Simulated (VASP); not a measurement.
Here is a VASP 6.6.1 calculation.

File INCAR:

```
SYSTEM = IF
  PREC = Accurate
  ENCUT = 520
  EDIFF = 1E-6
  ISMEAR = -1
  SIGMA = 0.1
  LREAL = .False.
  LASPH = .True.
  NELM = 80
  ALGO = Normal
  ISIF = 2
  LWAVE = .False.
  LCHARG = .False.
  GGA = CA
  NBANDS = 38
```

File KPOINTS:

```
Automatic mesh
0
Gamma
  5 5 5
  0 0 0
```

The input POSCAR:

```
IF
1.0
    0.0000000000      3.7077250000      0.0000000000
    6.8192170000     -1.8538620000      0.0000000000
   -0.2565170000      1.8538620000     -8.3727290000
I F
4 4
Direct
    0.6537400000      0.1249700000      0.8174900000
    0.3462600000      0.8750300000      0.1825100000
    0.1107300000      0.7730700000      0.5516100000
    0.8892700000      0.2269300000      0.4483900000
    0.9291700000      0.6901700000      0.8318300000
    0.0708300000      0.3098300000      0.1681700000
    0.3065900000      0.4272600000      0.8140800000
    0.6934100000      0.5727400000      0.1859200000
```

Potentials or basis: VASP PAW LDA potentials, release 64 (I, F).

Run with:

```bash
$ cat potpaw_LDA.64/I/POTCAR potpaw_LDA.64/F/POTCAR > POTCAR
$ mpirun -np 1 vasp_std > vasp.out
```

(1) What does it give for the band gap on the k mesh?

(2) Predict the largest force.

(3) Predict the pressure.

Answers

(1) zero (bands 28 and 29 overlap by 0.51 eV).

(2) 2.274 eV/Å.

(3) -9.3 GPa.

Caveat: the stress differs along the axes, from -15 to -6 GPa; spin-orbit coupling is left out, which moves the levels of the heavy elements; forces of over 1 eV/Å act on the atoms, so gaps and moduli don't describe the material at rest.
